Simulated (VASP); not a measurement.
MgH2, 6 atoms in the cell. Symmetry: P4_2/mnm, No. 136, tetragonal system. The conventional cell has a = 4.517 Å, b = 4.517 Å, c = 3.021 Å, α = 90.00°, β = 90.00°, γ = 90.00°. Mg (site symmetry mmm) has 6 H at 1.95 Å within 2.6 Å. H (site symmetry m2m) has 3 Mg at 1.95 Å and 1 H at 2.48 Å within 2.6 Å. 

```yaml
Program: VASP 6.6.1
Task: relaxation of cell and atoms
Functional: LDA
Potentials_or_basis: VASP PAW LDA potentials, release 64 (Mg, H)
Cutoff: 600 eV
k_mesh: 6 × 6 × 8
Occupations: gaussian, width 0.02 eV
Spin: no spin polarisation
Dipole_correction: no
Further_INCAR_settings: ALGO = Normal; EDIFF = 1e-06; IBRION = 2; EDIFFG = -0.005; NSW = 100; ISIF = 3
```

Potentials or basis: VASP PAW LDA potentials, release 64 (Mg, H).

Launch:

```sh
$ cat potpaw_LDA.64/Mg/POTCAR potpaw_LDA.64/H/POTCAR > POTCAR
$ mpirun -np 1 vasp_std > vasp.out
```

Hardware: 1 thread of AMD EPYC 7R13 (shared host).

How long does it take, and how much memory?

Wall time 87 s on 1 thread of AMD EPYC 7R13, with other jobs on the host, peak memory 0.15 GiB. Counts: scf iterations 39, k points 50, ion steps 8.
